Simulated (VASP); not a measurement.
# PtS2 (P-3m1) in VASP: further runs

The runs below take PtS2 through single point, with PBEsol.

All numbers are computed with VASP 6.6.1; they aren't measurements. Logs are shortened: lines on timing, memory, paths and dates and some standing lists are left out, and cuts for length are marked.

## 1. The cell of the first run

The structure is trigonal, space group P-3m1 (No. 164). The conventional cell has a = 3.553 Å, b = 3.553 Å, c = 5.123 Å, α = 90.00°, β = 90.00°, γ = 120.00°. Pt (site symmetry -3m) has 6 S at 2.39 Å within 3.2 Å. S (site symmetry 3m) has 3 Pt at 2.39 Å and 3 S at 3.20 Å within 3.2 Å.

## 2. Single point, PBEsol

INCAR

```
  ALGO = Normal
  EDIFF = 1E-6
  ENCUT = 520
  GGA = PS
  ISIF = 2
  ISMEAR = 0
  LASPH = True
  LCHARG = False
  LREAL = False
  LWAVE = False
  NBANDS = 18
  NELM = 80
  PREC = Accurate
  SIGMA = 0.01
```

KPOINTS

```
k-points
0
Gamma
  2 2 2
```

POSCAR

```
PtS2
1.0
    3.5526240934      0.0000000000      0.0000000000
   -1.7763120467      3.0766627150      0.0000000000
    0.0000000000      0.0000000000      5.1228306371
Pt S
1 2
Direct
    0.0000000000      0.0000000000      0.0000000000
    0.3333333333      0.6666666667      0.2392542165
    0.6666666667      0.3333333333      0.7607457835
```

Potentials or basis: VASP PAW PBE potentials, release 64 (Pt, S).

Command:

```console
cat potpaw_PBE.64/Pt/POTCAR potpaw_PBE.64/S/POTCAR > POTCAR
mpirun -np 1 vasp_std > vasp.out
```

OUTCAR:

```text
EDIFF = 1E-6
   ENCUT = 520
   GGA = PS
   ISIF = 2
   ISMEAR = 0
   LASPH = True
   LREAL = False
   NELM = 80
   PREC = Accurate

 ion  position               nearest neighbor table
   1  0.000  0.000  0.000-   2 2.39   3 2.39   3 2.39   2 2.39   3 2.39   2 2.39
   2  0.333  0.667  0.239-   1 2.39   1 2.39   1 2.39
   3  0.667  0.333  0.761-   1 2.39   1 2.39   1 2.39

  LATTYP: Found a hexagonal cell.
 ALAT       =     3.5526240934
 C/A-ratio  =     1.4419849954

  Lattice vectors:

 A1 = (   3.5526240934,   0.0000000000,   0.0000000000)
 A2 = (  -1.7763120467,   3.0766627150,   0.0000000000)
 A3 = (   0.0000000000,   0.0000000000,   5.1228306371)

Analysis of symmetry for initial positions (statically):
=====================================================================
 Subroutine PRICEL returns:
 Original cell was already a primitive cell.

 Routine SETGRP: Setting up the symmetry group for a
 hexagonal supercell.

 Subroutine GETGRP returns: Found 12 space group operations
 (whereof 12 operations were pure point group operations)
 out of a pool of 24 trial point group operations.

The static configuration has the point symmetry D_3d.

Analysis of symmetry for dynamics (positions and initial velocities):
=====================================================================
 Subroutine PRICEL returns:
 Original cell was already a primitive cell.

 Routine SETGRP: Setting up the symmetry group for a
 hexagonal supercell.

 Subroutine GETGRP returns: Found 12 space group operations
 (whereof 12 operations were pure point group operations)
 out of a pool of 24 trial point group operations.

The dynamic configuration has the point symmetry D_3d.

 Subroutine INISYM returns: Found 12 space group operations
 (whereof 12 operations are pure point group operations),
 and found     1 'primitive' translations

----------------------------------------------------------------------------------------

                                     Primitive cell

  volume of cell :      55.9937

  direct lattice vectors                    reciprocal lattice vectors
     3.552624093  0.000000000  0.000000000     0.281482075  0.162513752  0.000000000
    -1.776312047  3.076662715  0.000000000     0.000000000  0.325027503  0.000000000
     0.000000000  0.000000000  5.122830637     0.000000000  0.000000000  0.195204579

  length of vectors
     3.552624093  3.552624093  5.122830637     0.325027503  0.325027503  0.195204579

  position of ions in fractional coordinates (direct lattice)
     0.000000000  0.000000000  0.000000000
     0.333333333  0.666666667  0.239254217
     0.666666667  0.333333333  0.760745783

  ion indices of the primitive-cell ions
   primitive index   ion index
                 1           1
                 2           2
                 3           3

----------------------------------------------------------------------------------------

 KPOINTS: k-points

Automatic generation of k-mesh.
 Grid dimensions read from file:
 generate k-points for:    2    2    2

 Generating k-lattice:

  Cartesian coordinates                     Fractional coordinates (reciprocal lattice)
     0.140741037  0.081256876  0.000000000     0.500000000  0.000000000  0.000000000
     0.000000000  0.162513752  0.000000000     0.000000000  0.500000000  0.000000000
     0.000000000  0.000000000  0.097602290     0.000000000  0.000000000  0.500000000

  Length of vectors
     0.162513752  0.162513752  0.097602290

  Shift w.r.t. Gamma in fractional coordinates (k-lattice)
     0.000000000  0.000000000  0.000000000

 Subroutine IBZKPT returns following result:
 ===========================================

 Found      4 irreducible k-points:

 Following reciprocal coordinates:
            Coordinates               Weight
  0.000000  0.000000  0.000000      1.000000
  0.500000 -0.000000  0.000000      3.000000
  0.000000  0.000000  0.500000      1.000000
  0.500000 -0.000000  0.500000      3.000000
   k-points           NKPTS =      4   k-points in BZ     NKDIM =      4   number of bands    NBANDS=     18
   number of dos      NEDOS =    301   number of ions     NIONS =      3
   total plane-waves  NPLWV =  31360
   dimension x,y,z NGX =    28 NGY =   28 NGZ =   40
   dimension x,y,z NGXF=    56 NGYF=   56 NGZF=   80
   ions per type =               1   2
   NGX,Y,Z   is equivalent  to a cutoff of  13.10, 13.10, 12.98 a.u.
   NGXF,Y,Z  is equivalent  to a cutoff of  26.21, 26.21, 25.96 a.u.
 SYSTEM =  unknown system
   PREC   = accura    normal or accurate (medium, high low for compatibility)
   ISTART =      0    job   : 0-new  1-cont  2-samecut
   ICHARG =      2    charge: 1-file 2-atom 10-const
   ISPIN  =      1    spin polarized calculation?
   LNONCOLLINEAR =      F non collinear calculations
   LSORBIT =      F    spin-orbit coupling
   LASPH  =      T    aspherical Exc in radial PAW
   ENCUT  =  520.0 eV  38.22 Ry    6.18 a.u.   6.61  6.61  9.53*2*pi/ulx,y,z
   NELM   =     80;   NELMIN=  2; NELMDL= -5     # of ELM steps
   EDIFF  = 0.1E-05   stopping-criterion for ELM
   LREAL  =      F    real-space projection
   EDIFFG = 0.1E-04   stopping-criterion for IOM
   NSW    =      0    number of steps for IOM
   IBRION =     -1    ionic relax: 0-MD 1-quasi-New 2-CG
   NFREE  =      0    steps in history (QN), initial steepest desc. (CG)
   ISIF   =      2    stress and relaxation
   ISYM   =      2    0-nonsym 1-usesym 2-fastsym
   POTIM  = 0.5000    time-step for ionic-motion
   TEBEG  =    0.0;   TEEND  =   0.0 temperature during run
   PSTRESS=    0.0 pullay stress
   NELECT =      22.0000    total number of electrons
   NUPDOWN=      -1.0000    fix difference up-down
   EMIN   =  10.00;   EMAX   =-10.00  energy-range for DOS
   EFERMI =   0.00;   METHOD = LEGACY
   ISMEAR =     0;   SIGMA  =   0.01  broadening in eV -4-tet -1-fermi 0-gaus
   EFERMI_NEDOS =   21; number of points for ismear=-14 and -15
   IALGO  =     38    algorithm
   IMIX   =      4    mixing-type and parameters
     AMIX     =   0.40;   BMIX     =  1.00
     AMIX_MAG =   1.60;   BMIX_MAG =  1.00
  volume/ion in A,a.u.               =      18.66       125.95
  Fermi-wavevector in a.u.,A,eV,Ry     =   1.199046  2.265869 19.561265  1.437712
  Thomas-Fermi vector in A             =   2.334919
   LORBIT       =      0    0 simple, 1 ext, 2 COOP (PROOUT), +10 PAW based schemes
   GGA     = PS    functional components
   LHFCALC =     F    Hartree Fock is set to
   AEXX    =    0.0000 exact exchange contribution
   IVDW    =     0    specifies the selected vdW correction
   LEPSILON=     F    determine dielectric tensor
   LRPA    =     F    only Hartree local field effects (RPA)
 non-spin polarized calculation
 Gauss-broadening in eV      SIGMA  =   0.01
  energy-cutoff  :      520.00
  volume of cell :       55.99
 maximum number of plane-waves:      1531
 NGX is ok and might be reduce to    28
   NGX = 13   NGY = 13   NGZ = 19

 number of electron      21.9999996 magnetization

 Free energy of the ion-electron system (eV)
  ---------------------------------------------------
  ext. energy  EPLUGINS =         0.00000000
  ---------------------------------------------------
  free energy    TOTEN  =       -17.62610362 eV

  energy without entropy =      -17.62610362  energy(sigma->0) =      -17.62610362

 E-fermi :   6.5206     XC(G=0): -10.7065

 val. band max:        6.4054113777   @ k =   0.0000   0.0000   0.0000
 cond. band min:       7.8701531149   @ k =   0.5000  -0.0000   0.0000
 fundamental gap:      1.4647417373
 Fermi energy:         6.5206023458

 k-point     1 :       0.0000    0.0000    0.0000
  band No.  band energies     occupation
      1      -8.7234      2.00000
      2      -5.8872      2.00000
      3      -0.4832      2.00000
      4      -0.1130      2.00000
      5      -0.1130      2.00000
      6       2.5890      2.00000
      7       2.5890      2.00000
      8       4.3178      2.00000
      9       5.3795      2.00000
     10       5.3795      2.00000
     11       6.4054      2.00000
     12       8.4599      0.00000
     13       8.4599      0.00000
     14      11.0014      0.00000
     15      11.6540      0.00000
     16      14.3884      0.00000
     17      14.3884      0.00000
     18      18.6980      0.00000

 k-point     2 :       0.5000   -0.0000    0.0000
  band No.  band energies     occupation
      1      -6.8243      2.00000
      2      -6.6196      2.00000
      3      -0.8510      2.00000
      4       0.5312      2.00000
      5       1.2248      2.00000
      6       2.1841      2.00000
      7       3.1939      2.00000
      8       3.2890      2.00000
      9       3.2924      2.00000
     10       3.3908      2.00000
     11       3.9127      2.00000
     12       7.8702      0.00000
     13       8.9252      0.00000
     14      11.7448      0.00000
     15      12.7162      0.00000
     16      14.3796      0.00000
     17      14.5098      0.00000
     18      17.5504      0.00000

 k-point     3 :       0.0000    0.0000    0.5000
  band No.  band energies     occupation
      1      -8.3490      2.00000
      2      -6.6899      2.00000
      3      -0.0894      2.00000
      4      -0.0894      2.00000
      5       0.8720      2.00000
      6       2.5679      2.00000
      7       2.5679      2.00000
      8       3.7868      2.00000
      9       5.1425      2.00000
     10       5.1425      2.00000
     11       5.2128      2.00000
     12       8.9914      0.00000
     13       8.9914      0.00000
     14      11.8269      0.00000
     15      13.3866      0.00000
     16      14.0819      0.00000
     17      14.0819      0.00000
     18      16.0539      0.00000

 k-point     4 :       0.5000   -0.0000    0.5000
  band No.  band energies     occupation
      1      -6.9508      2.00000
      2      -6.3999      2.00000
      3      -1.0793      2.00000
      4       0.4161      2.00000
      5       1.0712      2.00000
      6       1.5461      2.00000
      7       3.2145      2.00000
      8       3.2790      2.00000
      9       3.6587      2.00000
     10       3.7009      2.00000
     11       4.9627      2.00000
     12       8.0782      0.00000
     13       8.5866      0.00000
     14      11.3512      0.00000
     15      11.7000      0.00000
     16      13.8762      0.00000
     17      16.6044      0.00000
     18      16.7376      0.00000

------------------------ aborting loop because EDIFF is reached ----------------------------------------

  FORCE on cell =-STRESS in cart. coord.  units (eV):
  Direction    XX          YY          ZZ          XY          YZ          ZX
  --------------------------------------------------------------------------------------
  -------------------------------------------------------------------------------------
  Total       -1.7839847     -1.7839847     -1.7857278     -0.0000000      0.0000000     -0.0000000
  in kB      -51.0460989    -51.0460989    -51.0959763     -0.0000000      0.0000000     -0.0000000
  external PRESSURE =     -51.0627247 kB  Pullay stress =       0.0000000 kB

 VOLUME and BASIS-vectors are now :
 -----------------------------------------------------------------------------
  energy-cutoff  :      520.00
  volume of cell :       55.99
      direct lattice vectors                 reciprocal lattice vectors
     3.552624093  0.000000000  0.000000000     0.281482075  0.162513752  0.000000000
    -1.776312047  3.076662715  0.000000000     0.000000000  0.325027503  0.000000000
     0.000000000  0.000000000  5.122830637     0.000000000  0.000000000  0.195204579

 POSITION                                       TOTAL-FORCE (eV/Angst)
 -----------------------------------------------------------------------------------
      0.00000      0.00000      0.00000         0.000000     -0.000000     -0.000000
     -0.00000      2.05111      1.22566         0.000000     -0.000000     -1.775351
      1.77631      1.02555      3.89717         0.000000      0.000000      1.775351
 -----------------------------------------------------------------------------------
    total drift:                               -0.000000      0.000000      0.000000

  FREE ENERGIE OF THE ION-ELECTRON SYSTEM (eV)
  ---------------------------------------------------
  free  energy   TOTEN  =       -17.6261036154 eV

  energy  without entropy=      -17.6261036154  energy(sigma->0) =      -17.62610362
```

Run time: 15 s. Hardware: 1 thread of Intel Xeon 8259CL, shared host; peak memory 0.17 GiB.

Results:

| Property | Result |
| --- | --- |
| Free energy | -17.6261 eV |
| Pressure | -5.1 GPa |
| Largest force | 1.775 eV/Å |
| Band gap on the k mesh | 1.46 eV (least direct gap 2.05 eV) |

Forces on the atoms (eV/Å):
```
Pt   0.000  0.000  0.000
S    0.000  0.000 -1.775
S    0.000  0.000  1.775
```

Levels at points of the mesh, in eV from the valence-band top:
```
           k point  band 7  band 8  band 9  band 10  band 11  band 12  band 13  band 14  band 15  band 16
(0.00, 0.00, 0.00)   -3.82   -2.09   -1.03    -1.03     0.00     2.05     2.05     4.60     5.25     7.98
(0.50, 0.00, 0.00)   -3.21   -3.12   -3.11    -3.01    -2.49     1.46     2.52     5.34     6.31     7.97
(0.00, 0.00, 0.50)   -3.84   -2.62   -1.26    -1.26    -1.19     2.59     2.59     5.42     6.98     7.68
(0.50, 0.00, 0.50)   -3.19   -3.13   -2.75    -2.70    -1.44     1.67     2.18     4.95     5.29     7.47
```

Caveat: the k points lie up to 1.02 Å⁻¹ apart, too coarse for converged energies, forces and pressures; the PAW data sets were made with another functional, which shifts forces and pressure a little; spin-orbit coupling is left out, which moves the levels of the heavy elements. A k mesh can miss the band edges.

[end of part 1 of 2]
